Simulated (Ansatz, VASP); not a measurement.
One calculation of Al3GaN4, two programs

```
Al Ga N
1.0
     4.57729    0.00000    0.00000
     0.00000    4.57729    0.00000
     0.00000    0.00000    4.22519
Al Ga N
3 1 4
Direct
  0.50000 0.50000 0.00000
  0.50000 0.00000 0.50000
  0.00000 0.50000 0.50000
  0.00000 0.00000 0.00000
  0.74446 0.74446 0.25554
  0.74446 0.25554 0.74446
  0.25554 0.74446 0.74446
  0.25554 0.25554 0.25554
```

Change from the starting cell: strain +0.040 along x and y, -0.040 along z, atoms carried along.

Alike in both runs: task single point; functional r2SCAN; k mesh 6 × 6 × 6; occupations gaussian, width 0.05 eV; no spin polarisation.

|  | VASP | Ansatz |
| --- | --- | --- |
| version | VASP 6.6.1 | Ansatz 0.2.0 |
| potentials or method | VASP PAW PBE potentials, release 64 (Al, Ga_d, N), cutoff 520 eV | scalar-relativistic, plane waves, PAW |
| valence electrons in the cell | 42 | 42 |

```csv
,VASP,Ansatz,Ansatz less VASP
gap on the k mesh at the Fermi level (eV),3.56,3.54,-0.019
least direct gap on the mesh (eV),3.56,3.54,-0.019
pressure (GPa),-7.7,-7.7,+0.04
"traceless stress, the component that is largest in VASP (GPa)",6.30,6.32,+0.021
rms of the force components (eV/Å),0.041,0.033,-0.0073
```

VASP's potentials were made for PBE, not for r2SCAN. Atom by atom the forces differ by 0.028 eV/Å (rms over components). The functional is the same, so the differences come from potentials, cutoffs and numerics.
